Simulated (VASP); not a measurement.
# BeSe5 (F-43m) in VASP: a series of runs

The runs below take BeSe5 through single point, relaxation of cell and atoms, with PBE.

All numbers are computed with VASP 6.6.1; they aren't measurements. Logs are shortened: lines on timing, memory, paths and dates and some standing lists are left out, and cuts for length are marked.

## 1. The cell of the first run

The structure is cubic, space group F-43m (No. 216). The conventional cell has a = 8.026 Å, b = 8.026 Å, c = 8.026 Å, α = 90.00°, β = 90.00°, γ = 90.00°. Within 4.4 Å of Be (site symmetry -43m) lie 16 Se at 3.33 to 3.48 Å. Within 4.4 Å of Se (site symmetry -43m) lie 12 Se at 3.33 Å and 4 Be at 3.48 Å. Se (site symmetry 3m) has 9 Se at 2.83 to 3.33 Å and 3 Be at 3.33 Å within 3.7 Å.

## 2. Single point, PBE

INCAR

```
ALGO     = Normal         # electronic algorithm
EDIFF    = 1E-7           # SCF threshold, eV
ENCUT    = 520            # plane-wave cutoff, eV
GGA      = PE             # functional
ISIF     = 2              # what is computed and relaxed
ISMEAR   = 0              # smearing method
LASPH    = T              # aspherical terms in the spheres
LCHARG   = F              # write CHGCAR
LREAL    = F              # projectors in reciprocal space
LWAVE    = F              # write WAVECAR
NBANDS   = 25             # bands
NELM     = 100            # most SCF steps
PREC     = Accurate       # precision mode
SIGMA    = 0.1            # smearing width, eV
```

KPOINTS

```
k-points
0
Gamma
  4 4 4
```

POSCAR

```
BeSe5
1.0
    0.0000000000      4.0132220637      4.0132220637
    4.0132220637      0.0000000000      4.0132220637
    4.0132220637      4.0132220637      0.0000000000
Be Se
1 5
Direct
    0.0000000000      0.0000000000      0.0000000000
    0.2500000000      0.2500000000      0.2500000000
    0.1237831677      0.6254056108      0.6254056108
    0.6254056108      0.6254056108      0.6254056108
    0.6254056108      0.6254056108      0.1237831677
    0.6254056108      0.1237831677      0.6254056108
```

Potentials or basis: VASP PAW PBE potentials, release 64 (Be, Se).

The run is started by

```sh
cat potpaw_PBE.64/Be/POTCAR potpaw_PBE.64/Se/POTCAR > POTCAR
mpirun -np 1 vasp_std > vasp.out
```

OUTCAR:

```text
EDIFF = 1E-7
   ENCUT = 520
   GGA = PE
   ISIF = 2
   ISMEAR = 0
   LASPH = T
   LREAL = F
   NELM = 100
   PREC = Accurate

 ion  position               nearest neighbor table
   1  0.000  0.000  0.000-
   2  0.250  0.250  0.250-
   3  0.124  0.625  0.625-
   4  0.625  0.625  0.625-
   5  0.625  0.625  0.124-
   6  0.625  0.124  0.625-

  LATTYP: Found a face centered cubic cell.
 ALAT       =     8.0264441274

  Lattice vectors:

 A1 = (   0.0000000000,   4.0132220637,   4.0132220637)
 A2 = (   4.0132220637,   0.0000000000,   4.0132220637)
 A3 = (   4.0132220637,   4.0132220637,   0.0000000000)

Analysis of symmetry for initial positions (statically):
=====================================================================
 Subroutine PRICEL returns:
 Original cell was already a primitive cell.

 Routine SETGRP: Setting up the symmetry group for a
 face centered cubic supercell.

 Subroutine GETGRP returns: Found 24 space group operations
 (whereof 24 operations were pure point group operations)
 out of a pool of 48 trial point group operations.

The static configuration has the point symmetry T_d .

Analysis of symmetry for dynamics (positions and initial velocities):
=====================================================================
 Subroutine PRICEL returns:
 Original cell was already a primitive cell.

 Routine SETGRP: Setting up the symmetry group for a
 face centered cubic supercell.

 Subroutine GETGRP returns: Found 24 space group operations
 (whereof 24 operations were pure point group operations)
 out of a pool of 48 trial point group operations.

The dynamic configuration has the point symmetry T_d .

 Subroutine INISYM returns: Found 24 space group operations
 (whereof 24 operations are pure point group operations),
 and found     1 'primitive' translations

----------------------------------------------------------------------------------------

                                     Primitive cell

  volume of cell :     129.2735

  direct lattice vectors                    reciprocal lattice vectors
     0.000000000  4.013222064  4.013222064    -0.124588172  0.124588172  0.124588172
     4.013222064  0.000000000  4.013222064     0.124588172 -0.124588172  0.124588172
     4.013222064  4.013222064  0.000000000     0.124588172  0.124588172 -0.124588172

  length of vectors
     5.675553071  5.675553071  5.675553071     0.215793044  0.215793044  0.215793044

  position of ions in fractional coordinates (direct lattice)
     0.000000000  0.000000000  0.000000000
     0.250000000  0.250000000  0.250000000
     0.123783168  0.625405611  0.625405611
     0.625405611  0.625405611  0.625405611
     0.625405611  0.625405611  0.123783168
     0.625405611  0.123783168  0.625405611

  ion indices of the primitive-cell ions
   primitive index   ion index
                 1           1
                 2           2
                 3           3
                 4           4
                 5           5
                 6           6

----------------------------------------------------------------------------------------

 KPOINTS: k-points

Automatic generation of k-mesh.
 Grid dimensions read from file:
 generate k-points for:    4    4    4

 Generating k-lattice:

  Cartesian coordinates                     Fractional coordinates (reciprocal lattice)
    -0.031147043  0.031147043  0.031147043     0.250000000  0.000000000  0.000000000
     0.031147043 -0.031147043  0.031147043     0.000000000  0.250000000  0.000000000
     0.031147043  0.031147043 -0.031147043     0.000000000  0.000000000  0.250000000

  Length of vectors
     0.053948261  0.053948261  0.053948261

  Shift w.r.t. Gamma in fractional coordinates (k-lattice)
     0.000000000  0.000000000  0.000000000

 Subroutine IBZKPT returns following result:
 ===========================================

 Found      8 irreducible k-points:

 Following reciprocal coordinates:
            Coordinates               Weight
  0.000000  0.000000  0.000000      1.000000
  0.250000  0.000000  0.000000      8.000000
  0.500000  0.000000  0.000000      4.000000
  0.250000  0.250000  0.000000      6.000000
  0.500000  0.250000  0.000000     24.000000
 -0.250000  0.250000  0.000000     12.000000
  0.500000  0.500000  0.000000      3.000000
 -0.250000  0.500000  0.250000      6.000000
   k-points           NKPTS =      8   k-points in BZ     NKDIM =      8   number of bands    NBANDS=     25
   number of dos      NEDOS =    301   number of ions     NIONS =      6
   total plane-waves  NPLWV =  74088
   dimension x,y,z NGX =    42 NGY =   42 NGZ =   42
   dimension x,y,z NGXF=    84 NGYF=   84 NGZF=   84
   ions per type =               1   5
   NGX,Y,Z   is equivalent  to a cutoff of  12.30, 12.30, 12.30 a.u.
   NGXF,Y,Z  is equivalent  to a cutoff of  24.60, 24.60, 24.60 a.u.
 SYSTEM =  unknown system
   PREC   = accura    normal or accurate (medium, high low for compatibility)
   ISTART =      0    job   : 0-new  1-cont  2-samecut
   ICHARG =      2    charge: 1-file 2-atom 10-const
   ISPIN  =      1    spin polarized calculation?
   LNONCOLLINEAR =      F non collinear calculations
   LSORBIT =      F    spin-orbit coupling
   LASPH  =      T    aspherical Exc in radial PAW
   ENCUT  =  520.0 eV  38.22 Ry    6.18 a.u.  10.55 10.55 10.55*2*pi/ulx,y,z
   NELM   =    100;   NELMIN=  2; NELMDL= -5     # of ELM steps
   EDIFF  = 0.1E-06   stopping-criterion for ELM
   LREAL  =      F    real-space projection
   EDIFFG = 0.1E-05   stopping-criterion for IOM
   NSW    =      0    number of steps for IOM
   IBRION =     -1    ionic relax: 0-MD 1-quasi-New 2-CG
   NFREE  =      0    steps in history (QN), initial steepest desc. (CG)
   ISIF   =      2    stress and relaxation
   ISYM   =      2    0-nonsym 1-usesym 2-fastsym
   POTIM  = 0.5000    time-step for ionic-motion
   TEBEG  =    0.0;   TEEND  =   0.0 temperature during run
   PSTRESS=    0.0 pullay stress
   NELECT =      32.0000    total number of electrons
   NUPDOWN=      -1.0000    fix difference up-down
   EMIN   =  10.00;   EMAX   =-10.00  energy-range for DOS
   EFERMI =   0.00;   METHOD = LEGACY
   ISMEAR =     0;   SIGMA  =   0.10  broadening in eV -4-tet -1-fermi 0-gaus
   EFERMI_NEDOS =   21; number of points for ismear=-14 and -15
   IALGO  =     38    algorithm
   IMIX   =      4    mixing-type and parameters
     AMIX     =   0.40;   BMIX     =  1.00
     AMIX_MAG =   1.60;   BMIX_MAG =  1.00
  volume/ion in A,a.u.               =      21.55       145.40
  Fermi-wavevector in a.u.,A,eV,Ry     =   1.027910  1.942468 14.375894  1.056598
  Thomas-Fermi vector in A             =   2.161879
   LORBIT       =      0    0 simple, 1 ext, 2 COOP (PROOUT), +10 PAW based schemes
   GGA     = PE    functional components
   LHFCALC =     F    Hartree Fock is set to
   AEXX    =    0.0000 exact exchange contribution
   IVDW    =     0    specifies the selected vdW correction
   LEPSILON=     F    determine dielectric tensor
   LRPA    =     F    only Hartree local field effects (RPA)
 non-spin polarized calculation
 Gauss-broadening in eV      SIGMA  =   0.10
  energy-cutoff  :      520.00
  volume of cell :      129.27
 maximum number of plane-waves:      3511
   NGX = 21   NGY = 21   NGZ = 21

 number of electron      31.9999999 magnetization

 Free energy of the ion-electron system (eV)
  ---------------------------------------------------
  ext. energy  EPLUGINS =         0.00000000
  ---------------------------------------------------
  free energy    TOTEN  =       -14.93701413 eV

  energy without entropy =      -14.87506441  energy(sigma->0) =      -14.90603927

 E-fermi :   4.4557     XC(G=0):  -9.8290

 val. band max:        4.3956027113   @ k =  -0.2500   0.5000   0.2500
 cond. band min:       4.4862556624   @ k =   0.5000   0.5000   0.0000
 fundamental gap:      0.0906529511
 Fermi energy:         4.4556653502

 k-point     1 :       0.0000    0.0000    0.0000
  band No.  band energies     occupation
      1     -11.7337      2.00000
      2      -7.8573      2.00000
      3      -7.8573      2.00000
      4      -7.8573      2.00000
      5      -7.2975      2.00000
      6      -3.5919      2.00000
[... 17 lines left out ...]
     24       8.7228      0.00000
     25      11.1756      0.00000

 k-point     2 :       0.2500    0.0000    0.0000
  band No.  band energies     occupation
      1     -11.4565      2.00000
      2      -8.7092      2.00000
      3      -7.9043      2.00000
      4      -7.9043      2.00000
      5      -7.3388      2.00000
      6      -2.7830      2.00000
[... 17 lines left out ...]
     24       8.3873      0.00000
     25      11.8205      0.00000

 k-point     3 :       0.5000    0.0000    0.0000
  band No.  band energies     occupation
      1     -11.0011      2.00000
      2      -9.5861      2.00000
      3      -7.9493      2.00000
      4      -7.9493      2.00000
      5      -7.3832      2.00000
      6      -2.2816      2.00000
[... 17 lines left out ...]
     24       7.9617      0.00000
     25      11.1009      0.00000

 k-point     4 :       0.2500    0.2500    0.0000
  band No.  band energies     occupation
      1     -11.3516      2.00000
      2      -8.8290      2.00000
      3      -7.9719      2.00000
      4      -7.9719      2.00000
      5      -7.4505      2.00000
      6      -2.3454      2.00000
[... 17 lines left out ...]
     24       8.1185      0.00000
     25      12.0742      0.00000

 k-point     5 :       0.5000    0.2500    0.0000
  band No.  band energies     occupation
      1     -10.8205      2.00000
      2      -9.6861      2.00000
      3      -8.2622      2.00000
      4      -8.0156      2.00000
      5      -7.3364      2.00000
      6      -1.7172      2.00000
[... 17 lines left out ...]
     24       7.8768      0.00000
     25      11.7297      0.00000

 k-point     6 :      -0.2500    0.2500    0.0000
  band No.  band energies     occupation
      1     -11.0407      2.00000
      2      -9.3833      2.00000
      3      -8.2750      2.00000
      4      -7.9504      2.00000
      5      -7.2606      2.00000
      6      -2.0269      2.00000
[... 17 lines left out ...]
     24       8.1543      0.00000
     25      11.7825      0.00000

 k-point     7 :       0.5000    0.5000    0.0000
  band No.  band energies     occupation
      1     -10.3437      2.00000
      2     -10.2282      2.00000
      3      -8.0788      2.00000
      4      -8.0788      2.00000
      5      -7.6368      2.00000
      6      -1.6712      2.00000
[... 17 lines left out ...]
     24       7.3517      0.00000
     25      12.8424      0.00000

 k-point     8 :      -0.2500    0.5000    0.2500
  band No.  band energies     occupation
      1     -10.3125      2.00000
      2     -10.2242      2.00000
      3      -8.4071      2.00000
      4      -8.0947      2.00000
      5      -7.2689      2.00000
      6      -0.9558      2.00000
[... 17 lines left out ...]
     24       8.0284      0.00000
     25      12.1263      0.00000

------------------------ aborting loop because EDIFF is reached ----------------------------------------

  FORCE on cell =-STRESS in cart. coord.  units (eV):
  Direction    XX          YY          ZZ          XY          YZ          ZX
  --------------------------------------------------------------------------------------
  -------------------------------------------------------------------------------------
  Total       -0.0119691     -0.0119691     -0.0119691     -0.0000000     -0.0000000     -0.0000000
  in kB       -0.1483413     -0.1483413     -0.1483413     -0.0000000     -0.0000000     -0.0000000
  external PRESSURE =      -0.1483413 kB  Pullay stress =       0.0000000 kB

 VOLUME and BASIS-vectors are now :
 -----------------------------------------------------------------------------
  energy-cutoff  :      520.00
  volume of cell :      129.27
      direct lattice vectors                 reciprocal lattice vectors
     0.000000000  4.013222064  4.013222064    -0.124588172  0.124588172  0.124588172
     4.013222064  0.000000000  4.013222064     0.124588172 -0.124588172  0.124588172
     4.013222064  4.013222064  0.000000000     0.124588172  0.124588172 -0.124588172

 POSITION                                       TOTAL-FORCE (eV/Angst)
 -----------------------------------------------------------------------------------
      0.00000      0.00000      0.00000        -0.000000     -0.000000     -0.000000
      2.00661      2.00661      2.00661        -0.000000     -0.000000     -0.000000
      5.01978      3.00666      3.00666         0.010915     -0.010915     -0.010915
      5.01978      5.01978      5.01978         0.010915      0.010915      0.010915
      3.00666      3.00666      5.01978        -0.010915     -0.010915      0.010915
      3.00666      5.01978      3.00666        -0.010915      0.010915     -0.010915
 -----------------------------------------------------------------------------------
    total drift:                               -0.000000     -0.000000     -0.000000

  FREE ENERGIE OF THE ION-ELECTRON SYSTEM (eV)
  ---------------------------------------------------
  free  energy   TOTEN  =       -14.9370141347 eV

  energy  without entropy=      -14.8750644094  energy(sigma->0) =      -14.90603927
```

Run time: 20 s. Hardware: 1 thread of AMD EPYC 9R45 (Zen 5), shared host; peak memory 0.2 GiB.

Results:

| Item | Value |
| --- | --- |
| Free energy | -14.9370 eV |
| Pressure | 0.0 GPa |
| Largest force | 0.019 eV/Å |
| Band gap on the k mesh | zero (band 16 reaches 5.83 eV, above the bottom of band 17 at 4.49 eV) |

Forces in eV/Å, atoms in the order of the input:
```
Be   0.000  0.000  0.000
Se   0.000  0.000  0.000
Se   0.011 -0.011 -0.011
Se   0.011  0.011  0.011
Se  -0.011 -0.011  0.011
Se  -0.011  0.011 -0.011
```

[end of part 1 of 3]
